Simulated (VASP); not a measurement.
Input of a VASP 6.6.1 run:

INCAR

```
SYSTEM = In3Se
ALGO = Normal ; EDIFF = 1E-7
EDIFFG = -0.005 ; ENCUT = 600
GGA = PS ; IBRION = 2
ISIF = 3 ; ISMEAR = -1
LASPH = .TRUE. ; LCHARG = .FALSE.
LREAL = .FALSE. ; LWAVE = .FALSE.
NELM = 60 ; NSW = 80
PREC = Accurate ; PSTRESS = 50.0
SIGMA = 0.05
```

File KPOINTS:

```
k-points
0
G
  6 6 6
  0 0 0
```

The input POSCAR:

```
In3Se
1.0
    4.8037580000      0.0000000000      0.0000000000
    0.0000000000      4.8037580000      0.0000000000
    0.0000000000      0.0000000000      4.8037580000
In Se
3 1
Direct
    0.5000000000      0.5000000000      0.0000000000
    0.5000000000      0.0000000000      0.5000000000
    0.0000000000      0.5000000000      0.5000000000
    0.0000000000      0.0000000000      0.0000000000
```

Potentials or basis: VASP PAW PBE potentials, release 64 (In_d, Se).

Run with:

```bash
$ cat potpaw_PBE.64/In_d/POTCAR potpaw_PBE.64/Se/POTCAR > POTCAR
$ mpirun -np 1 vasp_std > vasp.out
```

(1) Estimate the relaxed cell.

(2) What does it give for the relaxed volume?

(3) Predict the band gap on the k mesh.

## Answers

(1) a = 4.532 Å, b = 4.532 Å, c = 4.532 Å, α = 90.00°, β = 90.00°, γ = 90.00°.

(2) 23.27 Å³/atom.

(3) zero (an odd number of electrons rules out a gap without spin polarisation).

Caveat: the cell is relaxed towards a set pressure, so the run minimises the enthalpy, not the energy; the volume moved by over 15 % at a fixed basis, so the end points are rough; the PAW data sets were made with another functional, which shifts forces and pressure a little; spin-orbit coupling is left out, which moves the levels of the heavy elements.
